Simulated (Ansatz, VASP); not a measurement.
**In in VASP and in Ansatz**

```
In
1.0
    -2.02789    2.02789    2.02789
     2.02789   -2.02789    2.02789
     2.02789    2.02789   -2.02789
In
1
Direct
  0.00000 0.00000 0.00000
```

Alike in both runs: functional PBE; dispersion D3(BJ); k mesh 10 × 10 × 10; occupations gaussian, width 0.1 eV; non-collinear spin, spin-orbit coupling.

```csv
,VASP,Ansatz
version,VASP 6.6.1,Ansatz 0.2.0
potentials or method,"VASP PAW PBE potentials, release 64 (In_d)",Ansatz PAW
plane-wave cutoff (eV),520,420
valence electrons in the cell,13,13
task,single point,electrostatic potential
```

```csv
,VASP,Ansatz,Ansatz less VASP
pressure (GPa),-5.2,-5.2,+0.02
net moment per atom (μB),0.00,0.00,0.000
```
